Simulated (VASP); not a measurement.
Input of a VASP 6.6.1 run:

The input INCAR:

```
PREC = Accurate
ENCUT = 500
EDIFF = 1E-6
ISMEAR = 0
SIGMA = 0.01
LREAL = F
LASPH = T
NELM = 120
ALGO = Normal
ISIF = 2
LWAVE = F
LCHARG = T
GGA = PE
LELF = T
LVHAR = T
NBANDS = 11
GGA_COMPAT = F
```

KPOINTS

```
Automatic mesh
0
Gamma
  5 5 5
```

Contents of POSCAR:

```
NaH
1.0
    0.0000000000      2.4400000000      2.4400000000
    2.4400000000      0.0000000000      2.4400000000
    2.4400000000      2.4400000000      0.0000000000
Na H
1 1
Direct
    0.0000000000      0.0000000000      0.0000000000
    0.5000000000      0.5000000000      0.5000000000
```

Potentials or basis: VASP PAW PBE potentials, release 64 (Na_pv, H).

Launch:

```sh
$ cat potpaw_PBE.64/Na_pv/POTCAR potpaw_PBE.64/H/POTCAR > POTCAR
$ mpirun -np 1 vasp_std > vasp.out
```

(1) Estimate the band gap on the k mesh.

(2) Predict the pressure.

Results:

(1) 4.54 eV, indirect (least direct gap 5.03 eV).

(2) -0.7 GPa.

Caveat: the k points lie up to 0.45 Å⁻¹ apart.
